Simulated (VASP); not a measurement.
Set up this calculation in VASP 6.6.1, as the native input.

```yaml
Task: electric field gradients
Functional: PBE
Potentials_or_basis: VASP PAW PBE potentials, release 64 (Pb_d, S)
Cutoff: 520 eV
k_mesh: 11 × 11 × 11
Occupations: fermi-dirac, width 0.03 eV
Spin: no spin polarisation
Dipole_correction: no
Further_INCAR_settings: ALGO = Normal; EDIFF = 1e-08; NBANDS = 17
```

The structure of PbS (zincblende type) lies in POSCAR:

```
PbS
1.0
    0.0000000000      3.3496993885      3.3496993885
    3.3496993885      0.0000000000      3.3496993885
    3.3496993885      3.3496993885      0.0000000000
Pb S
1 1
Direct
    0.0000000000      0.0000000000      0.0000000000
    0.2500000000      0.2500000000      0.2500000000
```

This cell differs from its parent crystal: volume scaled by 1.025.

One way to write it, as run:

INCAR

```
SYSTEM = PbS
  PREC = Accurate
  ENCUT = 520
  EDIFF = 1E-8
  ISMEAR = -1
  SIGMA = 0.03
  LREAL = .False.
  LASPH = .True.
  NELM = 100
  ALGO = Normal
  ISIF = 2
  LWAVE = .False.
  LCHARG = .False.
  GGA = PE
  LEFG = .True.
  NBANDS = 17
```

KPOINTS

```
regular mesh
0
Gamma
  11 11 11
  0 0 0
```

Potentials or basis: VASP PAW PBE potentials, release 64 (Pb_d, S).

Launch:

```sh
$ cat potpaw_PBE.64/Pb_d/POTCAR potpaw_PBE.64/S/POTCAR > POTCAR
$ mpirun -np 1 vasp_std > vasp.out
```

It gave:

| Item | Value |
| --- | --- |
| Pressure | -0.8 GPa |
| Band gap on the k mesh | 0.97 eV, indirect (least direct gap 1.35 eV) |

Caveat: without QUAD_EFG the Cq values of the log hold for a quadrupole moment of 1 mb, not for the nuclei; spin-orbit coupling is left out, which moves the levels of the heavy elements.

Wall time 2.9 min on 1 thread of AMD EPYC 7R13, on a shared host, peak memory 0.21 GiB.
